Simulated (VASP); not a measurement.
Here is a VASP 6.6.1 calculation.

Contents of INCAR:

```
SYSTEM = SiC
  PREC = Accurate
  ENCUT = 520
  EDIFF = 1E-6
  ISMEAR = 0
  SIGMA = 0.05
  LREAL = .FALSE.
  LASPH = .TRUE.
  NELM = 60
  ALGO = Normal
  ISIF = 2
  LWAVE = .FALSE.
  LCHARG = .FALSE.
  GGA = PS
  NBANDS = 26
```

Contents of KPOINTS:

```
regular mesh
0
G
  12 12 4
  0 0 0
```

The input POSCAR:

```
SiC
1.0
    3.1499000000      0.0000000000      0.0000000000
   -1.5749500000      2.7278934194      0.0000000000
    0.0000000000      0.0000000000     10.8819000000
Si C
4 4
Direct
    0.6666666667      0.3333333333      0.9378278494
    0.3333333333      0.6666666667      0.4378278494
    0.0000000000      0.0000000000      0.6878973398
    0.0000000000      0.0000000000      0.1878973398
    0.6666666667      0.3333333333      0.7498191768
    0.3333333333      0.6666666667      0.2498191768
    0.0000000000      0.0000000000      0.5004546340
    0.0000000000      0.0000000000      0.0004546340
```

Potentials or basis: VASP PAW PBE potentials, release 64 (Si, C).

Run with:

```sh
$ cat potpaw_PBE.64/Si/POTCAR potpaw_PBE.64/C/POTCAR > POTCAR
$ mpirun -np 1 vasp_std > vasp.out
```

(1) Estimate the largest force.

(2) What does it give for the band gap on the k mesh?

(3) What does it give for the pressure?

## Answers

(1) 0.100 eV/Å.

(2) 1.82 eV, indirect (least direct gap 3.05 eV).

(3) -20.5 GPa.

Caveat: the PAW data sets were made with another functional, which shifts forces and pressure a little.
